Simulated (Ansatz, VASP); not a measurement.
## Ge in VASP and in Ansatz

```xyz
2
Lattice="0.0000 2.8288 2.8571 2.8288 0.0000 2.8571 2.8288 2.8288 0.0000" Properties=species:S:1:pos:R:3 pbc="T T T"
Ge    2.8288    2.8288    2.8571
Ge    4.2432    4.2432    4.2856
```

Change from the starting cell: zz strain of +1 %, crystal datasets.

Alike in both runs: task electric field gradients; functional LDA; k mesh 10 × 10 × 10; occupations fermi-dirac, width 0.05 eV; no spin polarisation.

|  | VASP | Ansatz |
| --- | --- | --- |
| version | VASP 6.6.1 | Ansatz 0.2.0 |
| potentials or method | VASP PAW LDA potentials, release 64 (Ge_d), cutoff 520 eV | all-electron PAW with datasets made for the crystal, scalar-relativistic |

|  | VASP | Ansatz | Ansatz less VASP |
| --- | --- | --- | --- |
| pressure (GPa) | -1.8 | -1.9 | -0.07 |
| traceless stress, the component that is largest in VASP (GPa) | -0.48 | -0.48 | -0.001 |
| size of Vzz on the site where it differs most (V/Å²) | 0.5 | 0.6 | +0.09 |

LDA's correlation is that of Perdew and Zunger in VASP and of Perdew and Wang (1992) in Ansatz. Ansatz ran all-electron here, and VASP with PAW potentials.
